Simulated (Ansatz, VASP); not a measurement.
Sb: VASP beside Ansatz

Contents of INCAR:

```
SYSTEM = Sb
PREC = Accurate
ENCUT = 500
EDIFF = 1E-6
ISMEAR = -1
SIGMA = 0.08
LREAL = .FALSE.
LASPH = .TRUE.
NELM = 120
ALGO = Normal
ISIF = 2
LWAVE = .FALSE.
LCHARG = .TRUE.
GGA = CA
LELF = .TRUE.
LVHAR = .TRUE.
NBANDS = 8
GGA_COMPAT = .FALSE.
```

Contents of KPOINTS:

```
Automatic mesh
0
G
  14 14 14
  0 0 0
```

Contents of POSCAR:

```
Sb
1.0
   -1.8534653190      1.8534653190      1.8534653190
    1.8534653190     -1.8534653190      1.8534653190
    1.8534653190      1.8534653190     -1.8534653190
Sb
1
Direct
    0.0000000000      0.0000000000      0.0000000000
```

Input for Ansatz:

```yaml
crystal:
  lattice:
    - [-1.853465319, 1.853465319, 1.853465319]
    - [1.853465319, -1.853465319, 1.853465319]
    - [1.853465319, 1.853465319, -1.853465319]
  atoms:
    - { symbol: Sb, position: [0.0, 0.0, 0.0] }
kpoints:
  mp_grid: { grid: [14, 14, 14] }
scf:
  occupations: { method: fermi_dirac, width: 0.08 }
hamiltonian:
  xc: lda
  pseudopotentials: { kind: all_electron, datasets: crystal }
output:
  forces: true
  stress: true
  eigenvalues: true
```

Change from the starting cell: volume scaled by 1, crystal datasets.

Alike in both runs: task single point; functional LDA; k mesh 14 × 14 × 14; occupations fermi-dirac, width 0.08 eV; no spin polarisation.

```csv
,VASP,Ansatz
version,VASP 6.6.1,Ansatz 0.2.0
potentials or method,"VASP PAW LDA potentials, release 64 (Sb), cutoff 500 eV","all-electron PAW with datasets made for the crystal, scalar-relativistic"
```

```tsv
	VASP	Ansatz	Ansatz less VASP
pressure (GPa)	0.1	0.0	-0.11
```

LDA's correlation is that of Perdew and Zunger in VASP and of Perdew and Wang (1992) in Ansatz. Ansatz ran all-electron here, and VASP with PAW potentials.

Neither program's run includes spin-orbit coupling.
